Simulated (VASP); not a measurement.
A run of VASP 6.6.1 is set up as follows.

The input INCAR:

```
ALGO = Normal
EDIFF = 1E-6
ENCUT = 520
GGA = PE
ISIF = 2
ISMEAR = 0
LASPH = T
LCHARG = T
LELF = T
LREAL = F
LVHAR = T
LWAVE = F
NBANDS = 45
NELM = 60
PREC = Accurate
SIGMA = 0.05
```

File KPOINTS:

```
k-points
0
Gamma
  6 6 6
```

File POSCAR:

```
LiNbO3
1.0
    2.6115267350      1.5077656635      4.5984740720
   -2.6115267350      1.5077656635      4.5984740720
    0.0000000000     -3.0155313268      4.5984740721
Li Nb O
2 2 6
Direct
    0.2500000000      0.2500000000      0.2500000000
    0.7500000000      0.7500000000      0.7500000000
    0.0000000000      0.0000000000      0.0000000000
    0.5000000000      0.5000000000      0.5000000000
    0.1494812620      0.3505187380      0.7500000000
    0.7500000000      0.1494812620      0.3505187380
    0.3505187380      0.7500000000      0.1494812620
    0.8505187380      0.6494812620      0.2500000000
    0.2500000000      0.8505187380      0.6494812620
    0.6494812620      0.2500000000      0.8505187380
```

Potentials or basis: VASP PAW PBE potentials, release 64 (Li_sv, Nb_sv, O).

Command:

```sh
$ cat potpaw_PBE.64/Li_sv/POTCAR potpaw_PBE.64/Nb_sv/POTCAR potpaw_PBE.64/O/POTCAR > POTCAR
$ mpirun -np 1 vasp_std > vasp.out
```

(1) Estimate the band gap on the k mesh.

(2) What does it give for the largest force?

Answers

(1) 2.48 eV (least direct gap 2.59 eV).

(2) 0.646 eV/Å.
